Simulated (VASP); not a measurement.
# HfB (Fm-3m) in VASP: a series of runs, part 2 of 2

VASP 6.6.1.

## 3. Single point, revPBE+D3(BJ)

This run uses another cell than the first one, of 13.68 Å³/atom, 0.993 times its volume.

Contents of INCAR:

```
PREC = Accurate
ENCUT = 520
EDIFF = 1E-7
ISMEAR = -1
SIGMA = 0.05
LREAL = False
LASPH = True
NELM = 80
ALGO = Normal
ISIF = 2
LWAVE = False
LCHARG = False
GGA = RE
IVDW = 12
NBANDS = 14
```

Contents of KPOINTS:

```
Automatic mesh
0
Gamma
  10 10 10
```

Contents of POSCAR:

```
HfB
1.0
    0.0000000000      2.3917514961      2.3917514961
    2.3917514961      0.0000000000      2.3917514961
    2.3917514961      2.3917514961      0.0000000000
Hf B
1 1
Direct
    0.5000000000      0.5000000000      0.5000000000
    0.0000000000      0.0000000000      0.0000000000
```

Potentials or basis: VASP PAW PBE potentials, release 64 (Hf_pv, B).

The run is started by

```sh
$ cat potpaw_PBE.64/Hf_pv/POTCAR potpaw_PBE.64/B/POTCAR > POTCAR
$ mpirun -np 1 vasp_std > vasp.out
```

OUTCAR:

```text
PREC = Accurate
   ENCUT = 520
   EDIFF = 1E-7
   ISMEAR = -1
   LREAL = False
   LASPH = True
   NELM = 80
   ISIF = 2
   GGA = RE
   IVDW = 12
 IVDW          = 12

 ion  position               nearest neighbor table
   1  0.500  0.500  0.500-   2 2.39   2 2.39   2 2.39   2 2.39   2 2.39   2 2.39
   2  0.000  0.000  0.000-   1 2.39   1 2.39   1 2.39   1 2.39   1 2.39   1 2.39

  LATTYP: Found a face centered cubic cell.
 ALAT       =     4.7835029922

  Lattice vectors:

 A1 = (   0.0000000000,   2.3917514961,   2.3917514961)
 A2 = (   2.3917514961,   0.0000000000,   2.3917514961)
 A3 = (   2.3917514961,   2.3917514961,   0.0000000000)

Analysis of symmetry for initial positions (statically):
=====================================================================
 Subroutine PRICEL returns:
 Original cell was already a primitive cell.

 Routine SETGRP: Setting up the symmetry group for a
 face centered cubic supercell.

 Subroutine GETGRP returns: Found 48 space group operations
 (whereof 48 operations were pure point group operations)
 out of a pool of 48 trial point group operations.

The static configuration has the point symmetry O_h .

Analysis of symmetry for dynamics (positions and initial velocities):
=====================================================================
 Subroutine PRICEL returns:
 Original cell was already a primitive cell.

 Routine SETGRP: Setting up the symmetry group for a
 face centered cubic supercell.

 Subroutine GETGRP returns: Found 48 space group operations
 (whereof 48 operations were pure point group operations)
 out of a pool of 48 trial point group operations.

The dynamic configuration has the point symmetry O_h .

 Subroutine INISYM returns: Found 48 space group operations
 (whereof 48 operations are pure point group operations),
 and found     1 'primitive' translations

----------------------------------------------------------------------------------------

                                     Primitive cell

  volume of cell :      27.3639
[... 119 lines left out ...]
   LRPA    =     F    only Hartree local field effects (RPA)
 non-spin polarized calculation
  energy-cutoff  :      520.00
  volume of cell :       27.36
 maximum number of plane-waves:       754
 NGX is ok and might be reduce to    28
   NGX = 13   NGY = 13   NGZ = 13

 number of electron      12.9999999 magnetization

 Free energy of the ion-electron system (eV)
  ---------------------------------------------------
  ext. energy  EPLUGINS =         0.00000000
  ---------------------------------------------------
  free energy    TOTEN  =       -16.85100533 eV

  energy without entropy =      -16.83634164  energy(sigma->0) =      -16.84367349

 E-fermi :   4.5345     XC(G=0): -11.7767

 val. band max:        4.5113060792   @ k =   0.5000   0.3000   0.1000
 cond. band min:       4.5363656286   @ k =  -0.4000   0.4000   0.1000
 fundamental gap:      0.0250595494
 Fermi energy:         4.5344749353

 k-point     1 :       0.0000    0.0000    0.0000
  band No.  band energies     occupation
      1     -24.3240      2.00000
      2     -24.3240      2.00000
      3     -24.3240      2.00000
      4      -4.7041      2.00000
      5       6.6573      0.00000
      6       6.6573      0.00000
      7       6.6573      0.00000
      8       8.2221      0.00000
      9       8.2221      0.00000
     10       8.2221      0.00000
     11       8.3897      0.00000
     12       8.3897      0.00000
     13      15.7911      0.00000
     14      16.0056      0.00000
[... 377 lines left out ...]
      1     -24.6900      2.00000
      2     -24.4738      2.00000
      3     -24.4587      2.00000
      4      -1.9687      2.00000
      5       2.4192      2.00000
      6       3.9316      1.99999
      7       5.7323      0.00000
      8       6.4847      0.00000
      9      10.2441      0.00000
     10      11.6863      0.00000
     11      11.9555      0.00000
     12      15.5064      0.00000
     13      15.9884      0.00000
     14      19.1687      0.00000

 [... further k-points ...]

------------------------ aborting loop because EDIFF is reached ----------------------------------------

 Edisp (eV)   -1.31738

 E8    (eV) :    -0.9552

  FORCE on cell =-STRESS in cart. coord.  units (eV):
  Direction    XX          YY          ZZ          XY          YZ          ZX
  --------------------------------------------------------------------------------------
  -------------------------------------------------------------------------------------
  Total       0.03405     0.03405     0.03405    -0.00000     0.00000    -0.00000
  in kB       1.99374     1.99374     1.99374    -0.00000     0.00000    -0.00000
  external pressure =        1.99 kB  Pullay stress =        0.00 kB

 VOLUME and BASIS-vectors are now :
 -----------------------------------------------------------------------------
  energy-cutoff  :      520.00
  volume of cell :       27.36
      direct lattice vectors                 reciprocal lattice vectors
     0.000000000  2.391751496  2.391751496    -0.209051819  0.209051819  0.209051819
     2.391751496  0.000000000  2.391751496     0.209051819 -0.209051819  0.209051819
     2.391751496  2.391751496  0.000000000     0.209051819  0.209051819 -0.209051819

 POSITION                                       TOTAL-FORCE (eV/Angst)
 -----------------------------------------------------------------------------------
      2.39175      2.39175      2.39175        -0.000000     -0.000000     -0.000000
      0.00000      0.00000      0.00000         0.000000      0.000000      0.000000
 -----------------------------------------------------------------------------------
    total drift:                                0.000000      0.000000      0.000000

  FREE ENERGIE OF THE ION-ELECTRON SYSTEM (eV)
  ---------------------------------------------------
  free  energy   TOTEN  =       -18.1683895327 eV

  energy  without entropy=      -18.1537258425  energy(sigma->0) =      -18.16105769
```

OSZICAR:

```text
N       E                     dE             d eps       ncg     rms          rms(c)
DAV:   1     0.200197520071E+02    0.20020E+02   -0.69996E+03  1324   0.865E+02
DAV:   2    -0.175776608053E+02   -0.37597E+02   -0.35706E+02  1666   0.187E+02
DAV:   3    -0.185120009825E+02   -0.93434E+00   -0.93192E+00  1616   0.204E+01
DAV:   4    -0.185157921159E+02   -0.37911E-02   -0.37910E-02  1520   0.159E+00
DAV:   5    -0.185158153107E+02   -0.23195E-04   -0.23195E-04  1634   0.112E-01    0.563E+01
DAV:   6    -0.169008353832E+02    0.16150E+01   -0.26052E+00  1496   0.981E+00    0.360E+01
DAV:   7    -0.168810756998E+02    0.19760E-01   -0.74269E-01  1658   0.544E+00    0.102E+01
DAV:   8    -0.168511854174E+02    0.29890E-01   -0.97482E-02  1472   0.187E+00    0.124E+00
DAV:   9    -0.168509906055E+02    0.19481E-03   -0.55065E-03  1622   0.512E-01    0.271E-01
DAV:  10    -0.168510026320E+02   -0.12027E-04   -0.13104E-04  1606   0.830E-02    0.675E-02
DAV:  11    -0.168510067927E+02   -0.41607E-05   -0.53482E-06  1598   0.190E-02    0.538E-02
DAV:  12    -0.168510052747E+02    0.15180E-05   -0.17028E-06  1592   0.967E-03    0.333E-03
DAV:  13    -0.168510053345E+02   -0.59769E-07   -0.96139E-08  1128   0.252E-03
   1 F= -.18168390E+02 E0= -.18161058E+02  d E =-.146637E-01
```

stdout:

```text
POSCAR found type information on POSCAR HfB
 POSCAR found :  2 types and       2 ions
 scaLAPACK will be used
 -----------------------------------------------------------------------------
|                                                                             |
|                                                                             |
|     You enforced a specific xc type in the INCAR file but a different       |
|     I HOPE YOU KNOW WHAT YOU ARE DOING!                                     |
|                                                                             |
 -----------------------------------------------------------------------------

 LDA part: xc-table for (Slater+PW92), standard interpolation
 POSCAR, INCAR and KPOINTS ok, starting setup
 FFT: planning ... GRIDC
 FFT: planning ... GRID_SOFT
 FFT: planning ... GRID
 WAVECAR not read
 entering main loop
```

It took 10 s on 1 thread of Intel Xeon 6975P-C (Granite Rapids), shared host; peak memory 0.17 GiB.

What came out:

| Item | Value |
| --- | --- |
| Free energy | -18.1684 eV |
| Pressure | 0.2 GPa |
| Dispersion energy per atom | -0.659 eV |

Levels at points of the mesh, in eV from the Fermi level:
```tsv
k point	band 3	band 4	band 5	band 6	band 7	band 8	band 9	band 10	band 11	band 12
(0.00, 0.00, 0.00)	-28.86	-9.24	2.12	2.12	2.12	3.69	3.69	3.69	3.86	3.86
(0.50, 0.00, 0.00)	-28.91	-4.68	-4.43	-1.17	-1.17	5.90	5.90	6.78	7.86	12.98
(0.50, 0.50, 0.00)	-29.04	-6.46	-1.19	-0.82	2.05	2.05	5.61	7.08	7.08	8.13
```

Caveat: the PAW data sets were made with another functional, which shifts forces and pressure a little; spin-orbit coupling is left out, which moves the levels of the heavy elements; pairwise dispersion overbinds metals, which lowers pressure and volume.
